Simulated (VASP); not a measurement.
# Ir (I4/mmm) in VASP: notebook

Runs on Ir. Level: LDA. Tasks: single point.

Program: VASP 6.6.1. These are calculated values, not measurements. Logs are shortened: lines on timing, memory, paths and dates and some standing lists are left out, and cuts for length are marked.

## (1) The cell of the first run

It takes space group I4/mmm (No. 139, tetragonal). The conventional cell has a = 2.536 Å, b = 2.536 Å, c = 4.186 Å, α = 90.00°, β = 90.00°, γ = 90.00°. Ir (site symmetry 4/mmm) has 12 Ir at 2.54 to 2.76 Å within 3.3 Å.

## (2) Single point, LDA (13.47 Å³/atom)

INCAR

```
PREC     = Accurate       # precision mode
ENCUT    = 560            # plane-wave cutoff, eV
EDIFF    = 1E-6           # SCF threshold, eV
ISMEAR   = 0              # smearing method
SIGMA    = 0.15           # smearing width, eV
LREAL    = False          # projectors in reciprocal space
LASPH    = True           # aspherical terms in the spheres
NELM     = 120            # most SCF steps
ALGO     = Normal         # electronic algorithm
ISIF     = 2              # what is computed and relaxed
LWAVE    = False          # write WAVECAR
LCHARG   = False          # write CHGCAR
NBANDS   = 14             # bands
GGA_COMPAT= False
```

KPOINTS

```
regular mesh
0
Gamma
  22 22 22
```

POSCAR

```
Ir
1.0
    0.0000000000      1.7935462743      2.0930685021
    1.7935462743      0.0000000000      2.0930685021
    1.7935462743      1.7935462743      0.0000000000
Ir
1
Direct
    0.0000000000      0.0000000000      0.0000000000
```

Potentials or basis: VASP PAW LDA potentials, release 64 (Ir_sv_GW).

On the command line:

```
$ cat potpaw_LDA.64/Ir_sv_GW/POTCAR > POTCAR
$ mpirun -np 1 vasp_std > vasp.out
```

OUTCAR:

```text
PREC = Accurate
   ENCUT = 560
   EDIFF = 1E-6
   ISMEAR = 0
   LREAL = False
   LASPH = True
   NELM = 120
   ISIF = 2

 ion  position               nearest neighbor table
   1  0.000  0.000  0.000-

  LATTYP: Found a body centered tetragonal cell.
 ALAT       =     2.5364574659
 C/A-ratio  =     1.6503872273

  Lattice vectors:

 A1 = (  -1.7935462743,   0.0000000000,   2.0930685021)
 A2 = (   1.7935462743,   0.0000000000,   2.0930685021)
 A3 = (   0.0000000000,   1.7935462743,  -2.0930685021)

Analysis of symmetry for initial positions (statically):
=====================================================================
 Subroutine PRICEL returns:
 Original cell was already a primitive cell.

 Routine SETGRP: Setting up the symmetry group for a
 body centered tetragonal supercell.

 Subroutine GETGRP returns: Found 16 space group operations
 (whereof 16 operations were pure point group operations)
 out of a pool of 16 trial point group operations.

The static configuration has the point symmetry D_4h.

Analysis of symmetry for dynamics (positions and initial velocities):
=====================================================================
 Subroutine PRICEL returns:
 Original cell was already a primitive cell.

 Routine SETGRP: Setting up the symmetry group for a
 body centered tetragonal supercell.

 Subroutine GETGRP returns: Found 16 space group operations
 (whereof 16 operations were pure point group operations)
 out of a pool of 16 trial point group operations.

The dynamic configuration has the point symmetry D_4h.

 Subroutine INISYM returns: Found 16 space group operations
 (whereof 16 operations are pure point group operations),
 and found     1 'primitive' translations

----------------------------------------------------------------------------------------

                                     Primitive cell

  volume of cell :      13.4660

  direct lattice vectors                    reciprocal lattice vectors
     0.000000000  1.793546274  2.093068502    -0.278777307  0.278777307  0.238883725
     1.793546274  0.000000000  2.093068502     0.278777307 -0.278777307  0.238883725
     1.793546274  1.793546274  0.000000000     0.278777307  0.278777307 -0.238883725

  length of vectors
     2.756400550  2.756400550  2.536457466     0.460976146  0.460976146  0.460976146

  position of ions in fractional coordinates (direct lattice)
     0.000000000  0.000000000  0.000000000

  ion indices of the primitive-cell ions
   primitive index   ion index
                 1           1

----------------------------------------------------------------------------------------

 KPOINTS: regular mesh

Automatic generation of k-mesh.
 Grid dimensions read from file:
 generate k-points for:   22   22   22

 Generating k-lattice:

  Cartesian coordinates                     Fractional coordinates (reciprocal lattice)
    -0.012671696  0.012671696  0.010858351     0.045454545  0.000000000  0.000000000
     0.012671696 -0.012671696  0.010858351     0.000000000  0.045454545  0.000000000
     0.012671696  0.012671696 -0.010858351    -0.000000000 -0.000000000  0.045454545

  Length of vectors
     0.020953461  0.020953461  0.020953461

  Shift w.r.t. Gamma in fractional coordinates (k-lattice)
     0.000000000  0.000000000  0.000000000

 Subroutine IBZKPT returns following result:
 ===========================================

 Found    834 irreducible k-points:

 Following reciprocal coordinates:
            Coordinates               Weight
  0.000000  0.000000  0.000000      1.000000
  0.045455 -0.000000  0.000000      8.000000
  0.090909 -0.000000  0.000000      8.000000
  0.136364  0.000000  0.000000      8.000000
  0.181818  0.000000  0.000000      8.000000
  0.227273  0.000000  0.000000      8.000000
[... 16 lines left out ...]
  0.500000  0.045455  0.000000      8.000000
 -0.454545  0.045455  0.000000      8.000000
 [... further k-points ...]
   k-points           NKPTS =    834   k-points in BZ     NKDIM =    834   number of bands    NBANDS=     14
   number of dos      NEDOS =    301   number of ions     NIONS =      1
   total plane-waves  NPLWV =  11520
   dimension x,y,z NGX =    24 NGY =   24 NGZ =   20
   dimension x,y,z NGXF=    48 NGYF=   48 NGZF=   40
   ions per type =               1
   NGX,Y,Z   is equivalent  to a cutoff of  14.48, 14.48, 13.11 a.u.
   NGXF,Y,Z  is equivalent  to a cutoff of  28.95, 28.95, 26.22 a.u.
 SYSTEM =  unknown system
   PREC   = accura    normal or accurate (medium, high low for compatibility)
   ISTART =      0    job   : 0-new  1-cont  2-samecut
   ICHARG =      2    charge: 1-file 2-atom 10-const
   ISPIN  =      1    spin polarized calculation?
   LNONCOLLINEAR =      F non collinear calculations
   LSORBIT =      F    spin-orbit coupling
   LASPH  =      T    aspherical Exc in radial PAW
   ENCUT  =  560.0 eV  41.16 Ry    6.42 a.u.   5.32  5.32  4.89*2*pi/ulx,y,z
   NELM   =    120;   NELMIN=  2; NELMDL= -5     # of ELM steps
   EDIFF  = 0.1E-05   stopping-criterion for ELM
   LREAL  =      F    real-space projection
[... 7 lines left out ...]
   TEBEG  =    0.0;   TEEND  =   0.0 temperature during run
   PSTRESS=    0.0 pullay stress
   NELECT =      17.0000    total number of electrons
   NUPDOWN=      -1.0000    fix difference up-down
   EMIN   =  10.00;   EMAX   =-10.00  energy-range for DOS
   EFERMI =   0.00;   METHOD = LEGACY
   ISMEAR =     0;   SIGMA  =   0.15  broadening in eV -4-tet -1-fermi 0-gaus
   EFERMI_NEDOS =   21; number of points for ismear=-14 and -15
   IALGO  =     38    algorithm
   IMIX   =      4    mixing-type and parameters
     AMIX     =   0.40;   BMIX     =  1.00
     AMIX_MAG =   1.60;   BMIX_MAG =  1.00
  volume/ion in A,a.u.               =      13.47        90.87
  Fermi-wavevector in a.u.,A,eV,Ry     =   1.769341  3.343570 42.593969  3.130568
  Thomas-Fermi vector in A             =   2.836349
   LORBIT       =      0    0 simple, 1 ext, 2 COOP (PROOUT), +10 PAW based schemes
   GGA     = CA    functional components
   LHFCALC =     F    Hartree Fock is set to
   AEXX    =    0.0000 exact exchange contribution
   IVDW    =     0    specifies the selected vdW correction
   LEPSILON=     F    determine dielectric tensor
   LRPA    =     F    only Hartree local field effects (RPA)
 non-spin polarized calculation
 Gauss-broadening in eV      SIGMA  =   0.15
  energy-cutoff  :      560.00
  volume of cell :       13.47
 maximum number of plane-waves:       416
 NGX is ok and might be reduce to    24
   NGX = 11   NGY = 11   NGZ =  9

 number of electron      17.0000000 magnetization

 Free energy of the ion-electron system (eV)
  ---------------------------------------------------
  ext. energy  EPLUGINS =         0.00000000
  ---------------------------------------------------
  free energy    TOTEN  =       -10.60386886 eV

  energy without entropy =      -10.59311584  energy(sigma->0) =      -10.59849235

 E-fermi :  13.6129     XC(G=0): -15.0915

 val. band max:       13.6099695651   @ k =  -0.3636   0.0000   0.0909
 cond. band min:      13.6149585869   @ k =   0.3636   0.0455   0.2727
 fundamental gap:      0.0049890218
 Fermi energy:        13.6128697970

 k-point     1 :       0.0000    0.0000    0.0000
  band No.  band energies     occupation
      1     -79.0069      2.00000
      2     -35.7038      2.00000
      3     -35.5572      2.00000
      4     -35.5572      2.00000
      5       2.0440      2.00000
      6       8.0168      2.00000
      7      10.4028      2.00000
      8      10.4028      2.00000
      9      10.6755      2.00000
     10      13.7901      0.09471
     11      27.5474      0.00000
     12      29.9576      0.00000
     13      34.6130      0.00000
     14      34.6130      0.00000

 k-point     2 :       0.0455   -0.0000    0.0000
  band No.  band energies     occupation
      1     -79.0049      2.00000
      2     -35.7102      2.00000
      3     -35.5766      2.00000
      4     -35.5576      2.00000
      5       2.1435      2.00000
      6       8.0541      2.00000
      7      10.3374      2.00000
      8      10.4440      2.00000
      9      10.6831      2.00000
     10      13.7315      0.26329
     11      27.7205      0.00000
     12      30.0545      0.00000
     13      34.1259      0.00000
     14      34.7986      0.00000

 k-point     3 :       0.0909   -0.0000    0.0000
  band No.  band energies     occupation
      1     -78.9992      2.00000
      2     -35.7333      2.00000
      3     -35.6292      2.00000
      4     -35.5592      2.00000
      5       2.4342      2.00000
      6       8.1560      2.00000
      7      10.1297      2.00000
      8      10.5620      2.00000
      9      10.7511      2.00000
     10      13.5696      1.31668
     11      28.1966      0.00000
     12      30.2616      0.00000
     13      33.2363      0.00000
     14      35.3422      0.00000
[... 324 lines left out ...]
 k-point    23 :       0.5000    0.0455    0.0000
  band No.  band energies     occupation
      1     -78.9142      2.00000
      2     -36.6017      2.00000
      3     -35.8898      2.00000
      4     -35.5879      2.00000
      5       5.1289      2.00000
      6       8.2625      2.00000
      7      10.5387      2.00000
      8      12.5500      2.00000
      9      14.2014      0.00000
     10      15.2815      0.00000
     11      21.7673      0.00000
     12      26.4920      0.00000
     13      32.7248      0.00000
     14      34.4855      0.00000

 k-point    24 :      -0.4545    0.0455    0.0000
  band No.  band energies     occupation
      1     -78.9136      2.00000
      2     -36.6079      2.00000
      3     -35.8882      2.00000
      4     -35.5842      2.00000
      5       5.1351      2.00000
      6       8.2954      2.00000
      7      10.5217      2.00000
      8      12.3742      2.00000
      9      14.1013      0.00000
     10      15.5078      0.00000
     11      21.8422      0.00000
     12      26.5358      0.00000
     13      32.5141      0.00000
     14      34.7163      0.00000

 [... further k-points ...]

------------------------ aborting loop because EDIFF is reached ----------------------------------------

  FORCE on cell =-STRESS in cart. coord.  units (eV):
  Direction    XX          YY          ZZ          XY          YZ          ZX
  --------------------------------------------------------------------------------------
  -------------------------------------------------------------------------------------
  Total        3.3415791      3.3415791     -2.0196190      0.0000000      0.0000000      0.0000000
  in kB      397.5792615    397.5792615   -240.2931683      0.0000000      0.0000000      0.0000000
  external PRESSURE =     184.9551182 kB  Pullay stress =       0.0000000 kB

 VOLUME and BASIS-vectors are now :
 -----------------------------------------------------------------------------
  energy-cutoff  :      560.00
  volume of cell :       13.47
      direct lattice vectors                 reciprocal lattice vectors
     0.000000000  1.793546274  2.093068502    -0.278777307  0.278777307  0.238883725
     1.793546274  0.000000000  2.093068502     0.278777307 -0.278777307  0.238883725
     1.793546274  1.793546274  0.000000000     0.278777307  0.278777307 -0.238883725

 POSITION                                       TOTAL-FORCE (eV/Angst)
 -----------------------------------------------------------------------------------
      0.00000      0.00000      0.00000         0.000000      0.000000      0.000000
 -----------------------------------------------------------------------------------
    total drift:                                0.000000      0.000000     -0.000000

  FREE ENERGIE OF THE ION-ELECTRON SYSTEM (eV)
  ---------------------------------------------------
  free  energy   TOTEN  =       -10.6038688599 eV

  energy  without entropy=      -10.5931158441  energy(sigma->0) =      -10.59849235
```

Wall time 60 s (1 thread of Intel Xeon 6975P-C (Granite Rapids), shared host); peak memory 0.29 GiB.

Results:

| Property | Result |
| --- | --- |
| Free energy | -10.6039 eV |
| Pressure | 18.5 GPa |
| Band gap on the k mesh | zero (an odd number of electrons rules out a gap without spin polarisation) |

Stress tensor (GPa, compression positive):
```
 39.76   0.00   0.00
  0.00  39.76   0.00
  0.00   0.00 -24.03
```

Caveat: the stress differs along the axes, from -24 to 40 GPa; spin-orbit coupling is left out, which moves the levels of the heavy elements.

## (3) Single point, LDA (13.47 Å³/atom)

INCAR

```
ALGO     = Normal         # electronic algorithm
EDIFF    = 1E-6           # SCF threshold, eV
ENCUT    = 560            # plane-wave cutoff, eV
GGA_COMPAT= False        
ISIF     = 2              # what is computed and relaxed
ISMEAR   = 0              # smearing method
LASPH    = True           # aspherical terms in the spheres
LCHARG   = True           # write CHGCAR
LELF     = True           # ELF
LREAL    = False          # projectors in reciprocal space
LVHAR    = True         
LWAVE    = False          # write WAVECAR
NBANDS   = 14             # bands
NELM     = 120            # most SCF steps
PREC     = Accurate       # precision mode
SIGMA    = 0.15           # smearing width, eV
```

KPOINTS

```
k-points
0
Gamma
  22 22 22
```

POSCAR

```
Ir
1.0
    0.0000000000      1.9880447558      1.7035555512
    1.9880447558      0.0000000000      1.7035555512
    1.9880447558      1.9880447558      0.0000000000
Ir
1
Direct
    0.0000000000      0.0000000000      0.0000000000
```

Potentials or basis: VASP PAW LDA potentials, release 64 (Ir_sv_GW).

On the command line:

```
$ cat potpaw_LDA.64/Ir_sv_GW/POTCAR > POTCAR
$ mpirun -np 1 vasp_std > vasp.out
```

Run time: 1.9 min. Hardware: 1 thread of AMD EPYC 7R13 (Zen 3), shared host; peak memory 0.26 GiB.

The run converged. Its results:

* Free energy: -10.6387 eV
* Pressure: 16.5 GPa
* Band gap on the k mesh: zero (an odd number of electrons rules out a gap without spin polarisation)

Stress tensor (GPa, compression positive):
```
-0.83  0.00  0.00
 0.00 -0.83  0.00
 0.00  0.00 51.18
```

Levels at points of the mesh, in eV from the Fermi level:
| k point | band 4 | band 5 | band 6 | band 7 | band 8 | band 9 | band 10 | band 11 | band 12 | band 13 |
| --- | --- | --- | --- | --- | --- | --- | --- | --- | --- | --- |
| (0.00, 0.00, 0.00) | -49.07 | -11.52 | -4.54 | -4.54 | -2.67 | -2.63 | -0.20 | 14.02 | 17.66 | 17.66 |
| (0.50, 0.00, 0.00) | -49.16 | -8.53 | -5.30 | -2.88 | -0.65 | 0.37 | 1.77 | 8.13 | 13.00 | 18.52 |
| (0.50, 0.50, 0.00) | -49.73 | -8.26 | -7.99 | 1.08 | 1.76 | 1.76 | 4.32 | 10.03 | 10.03 | 14.22 |
| (0.50, 0.00, 0.50) | -49.35 | -8.44 | -7.49 | 0.67 | 0.68 | 0.78 | 2.41 | 10.06 | 11.83 | 14.04 |

Caveat: the stress differs along the axes, from -1 to 51 GPa; spin-orbit coupling is left out, which moves the levels of the heavy elements.
